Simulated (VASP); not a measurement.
**KTaO3: single point with PBE**

Crystal: KTaO3.

```
CELL_PARAMETERS angstrom
4.06652 0.00000 0.00000
0.00000 4.06652 0.00000
0.00000 0.00000 4.06652
ATOMIC_POSITIONS crystal
Ta 0.00000 0.00000 0.00000
K 0.50000 0.50000 0.50000
O 0.00000 0.00000 0.50000
O 0.00000 0.50000 0.00000
O 0.50000 0.00000 0.00000
```

| Item | Value |
| --- | --- |
| Program | VASP 6.6.1 |
| Task | single point |
| Functional | PBE |
| Potentials or basis | VASP PAW PBE potentials, release 64 (Ta_sv_GW, K_sv, O) |
| Cutoff | 600 eV |
| k mesh | 7 × 7 × 7 |
| Occupations | fermi-dirac, width 0.05 eV |
| Spin | no spin polarisation |
| Dipole correction | no |
| Second run | valence_matched |
| Further INCAR settings | ALGO = Normal; EDIFF = 1e-06; NBANDS = 28 |

```
Pressure               : -5.4 GPa
Band gap on the k mesh : 2.13 eV, indirect (least direct gap 2.71 eV)
```

Levels at points of the mesh, in eV from the valence-band top:
| k point | band 18 | band 19 | band 20 | band 21 | band 22 | band 23 |
| --- | --- | --- | --- | --- | --- | --- |
| (0.00, 0.00, 0.00) | -0.58 | -0.58 | -0.58 | 2.13 | 2.13 | 2.13 |

It took 45 s on 1 thread of Intel(R) Xeon(R) 6975P-C (Granite Rapids), on a shared host, peak memory 0.21 GiB.

Caveat: spin-orbit coupling is left out, which moves the levels of the heavy elements. A k mesh can miss the band edges.
